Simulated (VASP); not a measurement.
# BP (P4_132) in VASP: notebook, part 2 of 2

VASP 6.6.1.

### 5 Single point, PBE

This run uses another cell than the first one, of 17.15 Å³/atom, 0.911 times its volume.

INCAR reads:

```
PREC = Accurate ; ENCUT = 520
EDIFF = 1E-6 ; ISMEAR = 0
SIGMA = 0.1 ; LREAL = F
LASPH = T ; NELM = 100
ALGO = Normal ; ISIF = 2
LWAVE = F ; LCHARG = F
GGA = PE ; NBANDS = 26
```

KPOINTS reads:

```
regular mesh
0
Gamma
  4 4 4
```

POSCAR reads:

```
BP
1.0
    5.1576934300      0.0000000000      0.0000000000
    0.0000000000      5.1576934300      0.0000000000
    0.0000000000      0.0000000000      5.1576934300
B P
4 4
Direct
    0.8750000000      0.8750000000      0.8750000000
    0.6250000000      0.1250000000      0.3750000000
    0.1250000000      0.3750000000      0.6250000000
    0.3750000000      0.6250000000      0.1250000000
    0.3750000000      0.3750000000      0.3750000000
    0.1250000000      0.6250000000      0.8750000000
    0.6250000000      0.8750000000      0.1250000000
    0.8750000000      0.1250000000      0.6250000000
```

Launch:

```console
> cat potpaw_PBE.64/B/POTCAR potpaw_PBE.64/P/POTCAR > POTCAR
> mpirun -np 1 vasp_std > vasp.out
```

Wall time 17 s (1 thread of Intel Xeon 6975P-C (Granite Rapids), shared host); peak memory 0.24 GiB.

The run converged. Its results:

- Free energy: -42.8648 eV
- Pressure: 9.5 GPa
- Band gap on the k mesh: zero (band 16 reaches 4.23 eV, above the bottom of band 17 at 2.93 eV)

Levels at points of the mesh, in eV from the Fermi level:
```
           k point  band 13  band 14  band 15  band 16  band 17  band 18  band 19  band 20
(0.00, 0.00, 0.00)    -1.70    -1.70    -1.70     0.89     1.17     1.17     1.17     4.12
(0.50, 0.00, 0.00)    -0.90    -0.90    -0.76    -0.76    -0.41    -0.41     2.33     2.33
(0.50, 0.50, 0.00)    -1.00    -1.00    -0.02    -0.02     0.33     0.33     2.34     2.34
(0.50, 0.50, 0.50)    -0.87    -0.87    -0.87    -0.87     0.95     0.95     0.95     0.95
```

### 6 Single point, PBE

INCAR reads:

```
SYSTEM = BP
  PREC = Accurate
  ENCUT = 520
  EDIFF = 1E-7
  ISMEAR = 0
  SIGMA = 0.1
  LREAL = .False.
  LASPH = .True.
  NELM = 100
  ALGO = Normal
  ISIF = 2
  LWAVE = .False.
  LCHARG = .False.
  GGA = PE
  NBANDS = 26
```

KPOINTS reads:

```
Automatic mesh
0
Gamma
  4 4 4
  0 0 0
```

Edit POSCAR of step 5 so:

```diff
@@ -2,5 +2,5 @@
 1.0
-    5.1576934300      0.0000000000      0.0000000000
-    0.0000000000      5.1576934300      0.0000000000
-    0.0000000000      0.0000000000      5.1576934300
+    5.3214213084      0.0000000000      0.0000000000
+    0.0000000000      5.3214213084      0.0000000000
+    0.0000000000      0.0000000000      5.3214213084
 B P
```

Potentials or basis: VASP PAW PBE potentials, release 64 (B, P).

Launch:

```console
> cat potpaw_PBE.64/B/POTCAR potpaw_PBE.64/P/POTCAR > POTCAR
> mpirun -np 1 vasp_std > vasp.out
```

OUTCAR:

```text
SYSTEM = BP
   PREC = Accurate
   ENCUT = 520
   EDIFF = 1E-7
   ISMEAR = 0
   LREAL = .False.
   LASPH = .True.
   NELM = 100
   ISIF = 2
   GGA = PE

 ion  position               nearest neighbor table
   1  0.875  0.875  0.875-   6 1.88   7 1.88   8 1.88
   2  0.625  0.125  0.375-   5 1.88   7 1.88   8 1.88
   3  0.125  0.375  0.625-   5 1.88   6 1.88   8 1.88
   4  0.375  0.625  0.125-   5 1.88   6 1.88   7 1.88
   5  0.375  0.375  0.375-   2 1.88   3 1.88   4 1.88
   6  0.125  0.625  0.875-   1 1.88   3 1.88   4 1.88
   7  0.625  0.875  0.125-   1 1.88   2 1.88   4 1.88
   8  0.875  0.125  0.625-   1 1.88   2 1.88   3 1.88

  LATTYP: Found a simple cubic cell.
 ALAT       =     5.3214213084

  Lattice vectors:

 A1 = (   5.3214213084,   0.0000000000,   0.0000000000)
 A2 = (   0.0000000000,   5.3214213084,   0.0000000000)
 A3 = (   0.0000000000,   0.0000000000,   5.3214213084)

Analysis of symmetry for initial positions (statically):
=====================================================================
 Subroutine PRICEL returns:
 Original cell was already a primitive cell.

 Routine SETGRP: Setting up the symmetry group for a
 simple cubic supercell.

 Subroutine GETGRP returns: Found 24 space group operations
 (whereof  3 operations were pure point group operations)
 out of a pool of 48 trial point group operations.

The static configuration has the point symmetry C_3 .
 The point group associated with its full space group is O   .

Analysis of symmetry for dynamics (positions and initial velocities):
=====================================================================
 Subroutine PRICEL returns:
 Original cell was already a primitive cell.

 Routine SETGRP: Setting up the symmetry group for a
 simple cubic supercell.

 Subroutine GETGRP returns: Found 24 space group operations
 (whereof  3 operations were pure point group operations)
 out of a pool of 48 trial point group operations.

[... 122 lines left out ...]
   LORBIT       =      0    0 simple, 1 ext, 2 COOP (PROOUT), +10 PAW based schemes
   GGA     = PE    functional components
   LHFCALC =     F    Hartree Fock is set to
   AEXX    =    0.0000 exact exchange contribution
   IVDW    =     0    specifies the selected vdW correction
   LEPSILON=     F    determine dielectric tensor
   LRPA    =     F    only Hartree local field effects (RPA)
 non-spin polarized calculation
 Gauss-broadening in eV      SIGMA  =   0.10
  energy-cutoff  :      520.00
  volume of cell :      150.69
 maximum number of plane-waves:      4076
 NGX is ok and might be reduce to    40
   NGX = 19   NGY = 19   NGZ = 19

 number of electron      31.9999993 magnetization

 Free energy of the ion-electron system (eV)
  ---------------------------------------------------
  ext. energy  EPLUGINS =         0.00000000
  ---------------------------------------------------
  free energy    TOTEN  =       -43.24124946 eV

  energy without entropy =      -43.21765503  energy(sigma->0) =      -43.22945224

 E-fermi :   2.6535     XC(G=0):  -8.4673

 val. band max:        2.5394099075   @ k =   0.5000   0.5000   0.2500
 cond. band min:       2.6574650324   @ k =   0.5000   0.5000   0.0000
 fundamental gap:      0.1180551249
 Fermi energy:         2.6534664295

 k-point     1 :       0.0000    0.0000    0.0000
  band No.  band energies     occupation
      1     -10.9273      2.00000
      2      -8.5068      2.00000
      3      -8.5068      2.00000
      4      -8.5068      2.00000
      5      -4.4270      2.00000
      6      -4.4270      2.00000
[... 279 lines left out ...]
     25       8.5546      0.00000
     26       8.5546      0.00000

------------------------ aborting loop because EDIFF is reached ----------------------------------------

  FORCE on cell =-STRESS in cart. coord.  units (eV):
  Direction    XX          YY          ZZ          XY          YZ          ZX
  --------------------------------------------------------------------------------------
  -------------------------------------------------------------------------------------
  Total       -0.0123702     -0.0123702     -0.0123702      0.0000000      0.0000000     -0.0000000
  in kB       -0.1315242     -0.1315242     -0.1315242      0.0000000      0.0000000     -0.0000000
  external PRESSURE =      -0.1315242 kB  Pullay stress =       0.0000000 kB

 VOLUME and BASIS-vectors are now :
 -----------------------------------------------------------------------------
  energy-cutoff  :      520.00
  volume of cell :      150.69
      direct lattice vectors                 reciprocal lattice vectors
     5.321421308  0.000000000  0.000000000     0.187919720  0.000000000  0.000000000
     0.000000000  5.321421308  0.000000000     0.000000000  0.187919720  0.000000000
     0.000000000  0.000000000  5.321421308     0.000000000  0.000000000  0.187919720

 POSITION                                       TOTAL-FORCE (eV/Angst)
 -----------------------------------------------------------------------------------
      4.65624      4.65624      4.65624        -0.000000     -0.000000      0.000000
      3.32589      0.66518      1.99553         0.000000     -0.000000      0.000000
      0.66518      1.99553      3.32589         0.000000     -0.000000      0.000000
      1.99553      3.32589      0.66518        -0.000000     -0.000000      0.000000
      1.99553      1.99553      1.99553        -0.000000     -0.000000      0.000000
      0.66518      3.32589      4.65624         0.000000      0.000000      0.000000
      3.32589      4.65624      0.66518         0.000000     -0.000000      0.000000
      4.65624      0.66518      3.32589        -0.000000     -0.000000      0.000000
 -----------------------------------------------------------------------------------
    total drift:                               -0.000000      0.000000      0.000000

  FREE ENERGIE OF THE ION-ELECTRON SYSTEM (eV)
  ---------------------------------------------------
  free  energy   TOTEN  =       -43.2412494559 eV

  energy  without entropy=      -43.2176550291  energy(sigma->0) =      -43.22945224
```

OSZICAR:

```text
N       E                     dE             d eps       ncg     rms          rms(c)
DAV:   1     0.106727160497E+03    0.10673E+03   -0.12838E+04   520   0.103E+03
DAV:   2    -0.372479888056E+02   -0.14398E+03   -0.13600E+03   672   0.182E+02
DAV:   3    -0.459910916905E+02   -0.87431E+01   -0.85064E+01   670   0.442E+01
DAV:   4    -0.461412590932E+02   -0.15017E+00   -0.14955E+00   750   0.659E+00
DAV:   5    -0.461454570539E+02   -0.41980E-02   -0.41947E-02   708   0.102E+00    0.136E+01
DAV:   6    -0.437228093688E+02    0.24226E+01   -0.40812E+00   576   0.876E+00    0.756E+00
DAV:   7    -0.433168041602E+02    0.40601E+00   -0.62304E-01   704   0.347E+00    0.326E+00
DAV:   8    -0.432366879991E+02    0.80116E-01   -0.22103E-01   678   0.193E+00    0.678E-01
DAV:   9    -0.432394101778E+02   -0.27222E-02   -0.13599E-02   686   0.537E-01    0.331E-01
DAV:  10    -0.432409947976E+02   -0.15846E-02   -0.28312E-03   652   0.240E-01    0.119E-01
DAV:  11    -0.432411388145E+02   -0.14402E-03   -0.99633E-05   718   0.458E-02    0.739E-02
DAV:  12    -0.432412482379E+02   -0.10942E-03   -0.21855E-04   608   0.634E-02    0.232E-02
DAV:  13    -0.432412483885E+02   -0.15054E-06   -0.32717E-06   694   0.812E-03    0.138E-02
DAV:  14    -0.432412497580E+02   -0.13695E-05   -0.25032E-06   624   0.778E-03    0.297E-03
DAV:  15    -0.432412495012E+02    0.25675E-06   -0.24545E-07   580   0.250E-03    0.193E-03
DAV:  16    -0.432412494559E+02    0.45336E-07   -0.54113E-08   396   0.107E-03
   1 F= -.43241249E+02 E0= -.43229452E+02  d E =-.235944E-01
```

stdout:

```text
POSCAR found type information on POSCAR B P
 POSCAR found :  2 types and       8 ions
 scaLAPACK will be used
 LDA part: xc-table for (Slater+PW92), standard interpolation
 POSCAR, INCAR and KPOINTS ok, starting setup
 FFT: planning ... GRIDC
 FFT: planning ... GRID_SOFT
 FFT: planning ... GRID
 WAVECAR not read
 entering main loop
```

It took 20 s on 1 thread of Intel Xeon 6975P-C (Granite Rapids), shared host; peak memory 0.24 GiB.

Results:

| Quantity | Value |
| --- | --- |
| Free energy | -43.2412 eV |
| Pressure | 0.0 GPa |
| Band gap on the k mesh | zero (band 16 reaches 3.41 eV, above the bottom of band 17 at 2.34 eV) |

### 7 Relaxation of cell and atoms, PBE

This run uses another cell than the first one, of 17.15 Å³/atom, 0.911 times its volume.

INCAR reads:

```
PREC = Accurate
ENCUT = 600
EDIFF = 1E-6
ISMEAR = 0
SIGMA = 0.1
LREAL = False
LASPH = True
NELM = 100
ALGO = Normal
ISIF = 3
LWAVE = False
LCHARG = False
GGA = PE
IBRION = 2
NSW = 90
EDIFFG = -0.04
```

KPOINTS reads:

```
regular mesh
0
Gamma
  4 4 4
```

Edit POSCAR of step 6 so:

```diff
@@ -2,5 +2,5 @@
 1.0
-    5.3214213084      0.0000000000      0.0000000000
-    0.0000000000      5.3214213084      0.0000000000
-    0.0000000000      0.0000000000      5.3214213084
+    5.1576934300      0.0000000000      0.0000000000
+    0.0000000000      5.1576934300      0.0000000000
+    0.0000000000      0.0000000000      5.1576934300
 B P
```

Potentials or basis: VASP PAW PBE potentials, release 64 (B, P).

Launch:

```console
> cat potpaw_PBE.64/B/POTCAR potpaw_PBE.64/P/POTCAR > POTCAR
> mpirun -np 1 vasp_std > vasp.out
```

OUTCAR:

```text
PREC = Accurate
   ENCUT = 600
   EDIFF = 1E-6
   ISMEAR = 0
   LREAL = False
   LASPH = True
   NELM = 100
   ISIF = 3
   GGA = PE
   IBRION = 2
   NSW = 90
   EDIFFG = -0.04

 ion  position               nearest neighbor table
   1  0.875  0.875  0.875-   6 1.82   7 1.82   8 1.82
   2  0.625  0.125  0.375-   5 1.82   7 1.82   8 1.82
   3  0.125  0.375  0.625-   5 1.82   6 1.82   8 1.82
   4  0.375  0.625  0.125-   5 1.82   6 1.82   7 1.82
   5  0.375  0.375  0.375-   2 1.82   3 1.82   4 1.82
   6  0.125  0.625  0.875-   1 1.82   3 1.82   4 1.82
   7  0.625  0.875  0.125-   1 1.82   2 1.82   4 1.82
   8  0.875  0.125  0.625-   1 1.82   2 1.82   3 1.82

  LATTYP: Found a simple cubic cell.
 ALAT       =     5.1576934300

  Lattice vectors:

 A1 = (   5.1576934300,   0.0000000000,   0.0000000000)
 A2 = (   0.0000000000,   5.1576934300,   0.0000000000)
 A3 = (   0.0000000000,   0.0000000000,   5.1576934300)

Analysis of symmetry for initial positions (statically):
=====================================================================
 Subroutine PRICEL returns:
 Original cell was already a primitive cell.

 Routine SETGRP: Setting up the symmetry group for a
 simple cubic supercell.

 Subroutine GETGRP returns: Found 24 space group operations
 (whereof  3 operations were pure point group operations)
 out of a pool of 48 trial point group operations.

The static configuration has the point symmetry C_3 .
 The point group associated with its full space group is O   .

Analysis of symmetry for dynamics (positions and initial velocities):
=====================================================================
 Subroutine PRICEL returns:
 Original cell was already a primitive cell.

 Routine SETGRP: Setting up the symmetry group for a
 simple cubic supercell.

 Subroutine GETGRP returns: Found 24 space group operations
 (whereof  3 operations were pure point group operations)
[... 106 lines left out ...]
   ISIF   =      3    stress and relaxation
   ISYM   =      2    0-nonsym 1-usesym 2-fastsym
   POTIM  = 0.5000    time-step for ionic-motion
   TEBEG  =    0.0;   TEEND  =   0.0 temperature during run
   PSTRESS=    0.0 pullay stress
   NELECT =      32.0000    total number of electrons
   NUPDOWN=      -1.0000    fix difference up-down
   EMIN   =  10.00;   EMAX   =-10.00  energy-range for DOS
   EFERMI =   0.00;   METHOD = LEGACY
   ISMEAR =     0;   SIGMA  =   0.10  broadening in eV -4-tet -1-fermi 0-gaus
   EFERMI_NEDOS =   21; number of points for ismear=-14 and -15
   IALGO  =     38    algorithm
   IMIX   =      4    mixing-type and parameters
     AMIX     =   0.40;   BMIX     =  1.00
     AMIX_MAG =   1.60;   BMIX_MAG =  1.00
  volume/ion in A,a.u.               =      17.15       115.74
  Fermi-wavevector in a.u.,A,eV,Ry     =   1.007711  1.904298 13.816462  1.015481
  Thomas-Fermi vector in A             =   2.140533
   LORBIT       =      0    0 simple, 1 ext, 2 COOP (PROOUT), +10 PAW based schemes
   GGA     = PE    functional components
   LHFCALC =     F    Hartree Fock is set to
   AEXX    =    0.0000 exact exchange contribution
   IVDW    =     0    specifies the selected vdW correction
   LEPSILON=     F    determine dielectric tensor
   LRPA    =     F    only Hartree local field effects (RPA)
 conjugate gradient relaxation of ions
 non-spin polarized calculation
 Gauss-broadening in eV      SIGMA  =   0.10
  energy-cutoff  :      600.00
  volume of cell :      137.20
 maximum number of plane-waves:      4632
 NGX is ok and might be reduce to    42
   NGX = 21   NGY = 21   NGZ = 21

--------------------------------------- Ionic step        1  -------------------------------------------

 number of electron      31.9999995 magnetization

 Free energy of the ion-electron system (eV)
  ---------------------------------------------------
  ext. energy  EPLUGINS =         0.00000000
  ---------------------------------------------------
  free energy    TOTEN  =       -42.86973320 eV

  energy without entropy =      -42.83863005  energy(sigma->0) =      -42.85418163

------------------------ aborting loop because EDIFF is reached ----------------------------------------

  FORCE on cell =-STRESS in cart. coord.  units (eV):
  Direction    XX          YY          ZZ          XY          YZ          ZX
  --------------------------------------------------------------------------------------
  -------------------------------------------------------------------------------------
  Total        8.1778055      8.1778055      8.1778055      0.0000000     -0.0000000      0.0000000
  in kB       95.4950342     95.4950342     95.4950342      0.0000000     -0.0000000      0.0000000
  external PRESSURE =      95.4950342 kB  Pullay stress =       0.0000000 kB
[... 71 lines left out ...]
--------------------------------------- Ionic step        3  -------------------------------------------

 number of electron      32.0000004 magnetization

 Free energy of the ion-electron system (eV)
  ---------------------------------------------------
  ext. energy  EPLUGINS =         0.00000000
  ---------------------------------------------------
  free energy    TOTEN  =       -43.24255423 eV

  energy without entropy =      -43.21894784  energy(sigma->0) =      -43.23075104

 E-fermi :   2.6547     XC(G=0):  -8.4679

 val. band max:        2.5408699187   @ k =   0.5000   0.5000   0.2500
 cond. band min:       2.6586617719   @ k =   0.5000   0.5000   0.0000
 fundamental gap:      0.1177918532
 Fermi energy:         2.6547208226

 k-point     1 :       0.0000    0.0000    0.0000
  band No.  band energies     occupation
      1     -10.9269      2.00000
      2      -8.5059      2.00000
      3      -8.5059      2.00000
      4      -8.5059      2.00000
      5      -4.4259      2.00000
      6      -4.4259      2.00000
[... 264 lines left out ...]
  FREE ENERGIE OF THE ION-ELECTRON SYSTEM (eV)
  ---------------------------------------------------
  free  energy   TOTEN  =       -43.2425542322 eV

  energy  without entropy=      -43.2189478389  energy(sigma->0) =      -43.23075104

 reached required accuracy - stopping structural energy minimisation
```

Wall time 43 s (1 thread of Intel Xeon 6975P-C (Granite Rapids), shared host); peak memory 0.26 GiB.

What came out:

* Free energy: -43.2426 eV
* Relaxed volume: 18.83 Å³/atom
* Relaxed cell: a = 5.321 Å, b = 5.321 Å, c = 5.321 Å, α = 90.00°, β = 90.00°, γ = 90.00°
* Space group after relaxing (to 0.05 Å): P4_132 (No. 213)
* Energy gained by relaxing: 46.6 meV/atom
* Ionic steps: 3
* Pressure after relaxing: 0.0 GPa
* Band gap on the k mesh: zero (band 16 reaches 3.41 eV, above the bottom of band 17 at 2.34 eV)

The path:
| step | energy change (eV) | largest force (eV/Å) | pressure (GPa) | volume (Å³) |
| --- | --- | --- | --- | --- |
| 1 | 0.0000 | 0.0000 | 9.55 | 137.20 |
| 2 | -0.2712 | 0.0000 | -3.98 | 158.52 |
| 3 | -0.3728 | 0.0000 | 0.00 | 150.66 |

Final structure:
```
B P
1.0
     5.32107    0.00000    0.00000
     0.00000    5.32107    0.00000
     0.00000    0.00000    5.32107
B P
4 4
Direct
  0.87500 0.87500 0.87500
  0.62500 0.12500 0.37500
  0.12500 0.37500 0.62500
  0.37500 0.62500 0.12500
  0.37500 0.37500 0.37500
  0.12500 0.62500 0.87500
  0.62500 0.87500 0.12500
  0.87500 0.12500 0.62500
```

Levels at points of the mesh, in eV from the Fermi level:
```csv
k point,band 13,band 14,band 15,band 16,band 17,band 18,band 19,band 20
"(0.00, 0.00, 0.00)",-1.54,-1.54,-1.54,0.75,1.14,1.14,1.14,3.72
"(0.50, 0.00, 0.00)",-0.89,-0.89,-0.71,-0.71,-0.32,-0.32,2.20,2.20
"(0.50, 0.50, 0.00)",-0.99,-0.99,0.00,0.00,0.27,0.27,2.19,2.19
"(0.50, 0.50, 0.50)",-0.91,-0.91,-0.91,-0.91,0.91,0.91,0.91,0.91
```

### 8 Overview

```csv
task,cell,k mesh,cutoff (eV),gap on the mesh (eV),pressure (GPa),relaxed volume (Å³/atom)
single point,"a = 5.321 Å, 8 atoms",8 × 8 × 8,520,none,-0.1,-
relaxation of cell and atoms,"relaxed from a = 5.321 Å, 8 atoms",8 × 8 × 8,600,none,0.1,18.80
single point,"a = 5.158 Å, 8 atoms",4 × 4 × 4,520,none,9.5,-
single point,"a = 5.321 Å, 8 atoms",4 × 4 × 4,520,none,0.0,-
relaxation of cell and atoms,"relaxed from a = 5.158 Å, 8 atoms",4 × 4 × 4,600,none,0.0,18.83
```

Alike in all rows: level PBE; potentials or basis VASP PAW PBE potentials, release 64 (B, P); no spin polarisation; smearing gaussian 0.1 eV.

Total energies depend on the potentials used, so only differences within one code and one set of settings carry meaning.
